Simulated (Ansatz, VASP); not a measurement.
**Two plane-wave programs on Pd**

The input INCAR:

```
ALGO     = Normal         # electronic algorithm
EDIFF    = 1E-7           # SCF threshold, eV
ENCUT    = 520            # plane-wave cutoff, eV
GGA      = PE             # functional
ISIF     = 2              # what is computed and relaxed
ISMEAR   = 0              # smearing method
LASPH    = True           # aspherical terms in the spheres
LCHARG   = True           # write CHGCAR
LELF     = True           # ELF
LREAL    = False          # projectors in reciprocal space
LVHAR    = True         
LWAVE    = False          # write WAVECAR
NBANDS   = 11             # bands
NELM     = 60             # most SCF steps
PREC     = Accurate       # precision mode
SIGMA    = 0.05           # smearing width, eV
```

Contents of KPOINTS:

```
k-points
0
Gamma
  20 20 20
```

The input POSCAR:

```
Pd
1.0
    0.0000000000      1.9465000000      1.9465000000
    1.9465000000      0.0000000000      1.9465000000
    1.9465000000      1.9465000000      0.0000000000
Pd
1
Direct
    0.0000000000      0.0000000000      0.0000000000
```

Input for Ansatz:

```yaml
crystal:
  lattice:
    - [0.0, 1.9465, 1.9465]
    - [1.9465, 0.0, 1.9465]
    - [1.9465, 1.9465, 0.0]
  atoms:
    - { symbol: Pd, position: [0.0, 0.0, 0.0] }
basis:
  ecutwfc: 420
  ecutrho_ratio: 4
kpoints:
  mp_grid: { grid: [20, 20, 20] }
hamiltonian:
  xc: pbe
scf:
  occupations: { method: gaussian, width: 0.05 }
output:
  forces: true
  stress: true
  eigenvalues: true
```

Alike in both runs: task single point; functional PBE; k mesh 20 × 20 × 20; occupations gaussian, width 0.05 eV; no spin polarisation.

```csv
,VASP,Ansatz
version,VASP 6.6.1,Ansatz 0.2.0
potentials or method,"VASP PAW PBE potentials, release 64 (Pd), cutoff 520 eV","scalar-relativistic, plane waves, PAW"
valence electrons in the cell,10,18
```

VASP gave:

* gap on the k mesh at the Fermi level (eV): none
* pressure (GPa): 6.6

**Question.** What did Ansatz give for the same quantities?

**Answer.** gap on the k mesh at the Fermi level (eV): none; pressure (GPa): 6.9.

A gap of «none» marks a metal or a gap that the smearing closes. With one functional, cell and mesh, what is left measures potentials, basis and numerics. VASP's potentials hold 10 valence electrons a cell and Ansatz's 18, so a difference there can come from the potentials and not from the codes.
